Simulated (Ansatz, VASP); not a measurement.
**InP in VASP and in Ansatz**

INCAR

```
  ALGO = Normal
  EDIFF = 1E-6
  EDIFFG = -0.01
  ENCUT = 600
  GGA = PE
  IBRION = 2
  ISIF = 3
  ISMEAR = 0
  LASPH = True
  LCHARG = False
  LREAL = False
  LWAVE = False
  NELM = 80
  NSW = 100
  PREC = Accurate
  SIGMA = 0.1
```

KPOINTS

```
k-points
0
Gamma
  24 24 10
```

File POSCAR:

```
InP
1.0
    3.0083873046      0.0000000000      0.0000000000
   -1.5041936523      2.6053398302      0.0000000000
    0.0000000000      0.0000000000      5.3673826998
In P
1 1
Direct
    0.0000000000      0.0000000000      0.0000000000
    0.0000000000      0.0000000000      0.5000000000
```

Input for Ansatz:

```yaml
crystal:
  lattice:
    - [3.0083873046, 0.0, 0.0]
    - [-1.5041936523, 2.6053398302, 0.0]
    - [0.0, 0.0, 5.3673826998]
  atoms:
    - { symbol: In, position: [0.0, 0.0, 0.0] }
    - { symbol: P, position: [0.0, 0.0, 0.5] }
basis:
  ecutwfc: 420
kpoints:
  mp_grid: { grid: [24, 24, 10] }
hamiltonian:
  xc: pbe
scf:
  occupations: { method: gaussian, width: 0.1 }
output:
  forces: true
  stress: true
  eigenvalues: true
relax:
  adjacent_minimum: "off"
  f_tol: 0.01
  max_steps: 80
  cell: { stress_tol: 0.05 }
```

Alike in both runs: task relaxation of cell and atoms; functional PBE; k mesh 24 × 24 × 10; occupations gaussian, width 0.1 eV; no spin polarisation.

```csv
,VASP,Ansatz
version,VASP 6.6.1,Ansatz 0.2.0
potentials or method,"VASP PAW PBE potentials, release 64 (In_d, P), cutoff 600 eV","scalar-relativistic, plane waves, PAW"
valence electrons in the cell,18,18
```

```tsv
	VASP	Ansatz	Ansatz less VASP
gap on the k mesh at the Fermi level, each at its own relaxed structure (eV)	none	none	-
relaxed volume (Å³/atom)	20.97	20.97	+0.003
relaxed length of the cell vector where the two differ most in proportion (Å)	2.953	2.953	+0.0003
```

A gap of «none» marks a metal or a gap that the smearing closes.
